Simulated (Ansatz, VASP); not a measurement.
# Two plane-wave programs on MoS3

```xyz
4
Lattice="3.3386 0.0000 0.0000 0.0000 3.3386 0.0000 0.0000 0.0000 8.7576" Properties=species:S:1:pos:R:3 pbc="T T T"
Mo    1.6693    1.6693    0.0000
S     0.0000    0.0000    5.3330
S     0.0000    0.0000    3.4246
S     0.0000    0.0000    0.0000
```

Alike in both runs: functional PBE; k mesh 6 × 6 × 4; occupations gaussian, width 0.1 eV; collinear spin.

Ansatz relaxed the structure, and its values are those at the end. VASP's run is a single point on that final structure, the one shown.

|  | VASP | Ansatz |
| --- | --- | --- |
| version | VASP 6.6.1 | Ansatz 0.2.0 |
| potentials or method | VASP PAW PBE potentials, release 64 (Mo_sv, S), cutoff 520 eV | scalar-relativistic, plane waves, PAW |
| valence electrons in the cell | 32 | 32 |

|  | VASP | Ansatz | Ansatz less VASP |
| --- | --- | --- | --- |
| gap on the k mesh at the Fermi level (eV) | none | none | - |
| pressure (GPa) | -0.2 | 0.0 | +0.24 |
| rms of the force components (eV/Å) | 0.096 | 0.000 | -0.0952 |
| net moment per atom (μB) | 0.45 | 0.45 | -0.002 |
| size of the moment on the site where the two differ most (μB) | 1.55 | 1.17 | -0.379 |

Site moments also hang on the region over which each program counts them. A gap of «none» marks a metal or a gap that the smearing closes. The functional is the same, so the differences come from potentials, cutoffs and numerics.
